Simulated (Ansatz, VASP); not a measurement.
# One calculation of Mg2Ti3O3, two programs

The input INCAR:

```
SYSTEM = Mg2Ti3O3
PREC = Accurate
ENCUT = 600
EDIFF = 1E-7
ISMEAR = 0
SIGMA = 0.2
LREAL = .False.
LASPH = .True.
NELM = 150
ALGO = Normal
ISIF = 3
LWAVE = .False.
LCHARG = .False.
ISPIN = 2
MAGMOM = 0 0 1 1 1 0 0 0
LORBIT = 11
LMAXMIX = 4
GGA = PE
IBRION = 2
NSW = 36
EDIFFG = -0.08
```

File KPOINTS:

```
Automatic mesh
0
Gamma
  4 4 4
  0 0 0
```

Contents of POSCAR:

```
Mg2Ti3O3
1.0
    5.0609856500      0.0000000000      0.0000000000
   -2.5304928300      4.3829421400      0.0000000000
    0.0000000000      0.0000000000      4.0454816600
Mg Ti O
2 3 3
Direct
    0.0000000000      0.0000000000      0.5000000000
    0.6666666700      0.3333333300      0.0000000000
    0.6533320000      0.8266660000      0.0000000000
    0.1733340000      0.8266660000      0.0000000000
    0.1733340000      0.3466680000      0.0000000000
    0.0125490000      0.5062745000      0.5000000000
    0.4937255000      0.5062745000      0.5000000000
    0.4937255000      0.9874510000      0.5000000000
```

Input for Ansatz:

```yaml
crystal:
  lattice:
    - [5.06098565, 0.0, 0.0]
    - [-2.53049283, 4.38294214, 0.0]
    - [0.0, 0.0, 4.04548166]
  atoms:
    - { symbol: Mg, position: [0.0, 0.0, 0.5] }
    - { symbol: Mg, position: [0.66666667, 0.33333333, 0.0] }
    - { symbol: Ti, position: [0.653332, 0.826666, 0.0], spin: 1.0 }
    - { symbol: Ti, position: [0.173334, 0.826666, 0.0], spin: 1.0 }
    - { symbol: Ti, position: [0.173334, 0.346668, 0.0], spin: 1.0 }
    - { symbol: O, position: [0.012549, 0.5062745, 0.5] }
    - { symbol: O, position: [0.4937255, 0.5062745, 0.5] }
    - { symbol: O, position: [0.4937255, 0.987451, 0.5] }
basis:
  ecutwfc: 420
kpoints:
  mp_grid: { grid: [4, 4, 4] }
hamiltonian:
  xc: pbe
scf:
  occupations: { method: gaussian, width: 0.2 }
  lower_state_search: "off"
output:
  forces: true
  stress: true
  eigenvalues: true
  populations: true
magnetization:
  spin_polarized: true
relax:
  adjacent_minimum: "off"
  f_tol: 0.08
  max_steps: 16
  cell: { stress_tol: 0.8 }
```

Change from the starting cell: species swapped into the Mn3Fe3Ge2 type (P-6m2, No. 187).

Alike in both runs: task relaxation of cell and atoms; functional PBE; k mesh 4 × 4 × 4; occupations gaussian, width 0.2 eV; collinear spin.

|  | VASP | Ansatz |
| --- | --- | --- |
| version | VASP 6.6.1 | Ansatz 0.2.0 |
| potentials or method | VASP PAW PBE potentials, release 64 (Mg, Ti_sv, O), cutoff 600 eV | scalar-relativistic, plane waves, PAW |
| valence electrons in the cell | 58 | 74 |

VASP gave:

| Quantity | Value |
| --- | --- |
| gap on the k mesh at the Fermi level, each at its own relaxed structure (eV) | none |
| net moment per atom (μB) | 0.00 |
| relaxed volume (Å³/atom) | 12.54 |
| relaxed cell length with the largest relative difference (Å) | 6.427 |

Task: What did Ansatz give for the same quantities?

Result: gap on the k mesh at the Fermi level, each at its own relaxed structure (eV): none; net moment per atom (μB): 0.00; relaxed volume (Å³/atom): 12.81; relaxed cell length with the largest relative difference (Å): 6.505.

A gap of «none» marks a metal or a gap that the smearing closes. VASP's potentials hold 58 valence electrons a cell and Ansatz's 74, so a difference there can come from the potentials and not from the codes. Ansatz's warnings: seeded moment not kept.

The k mesh is coarse, so the values compare programs but aren't converged.
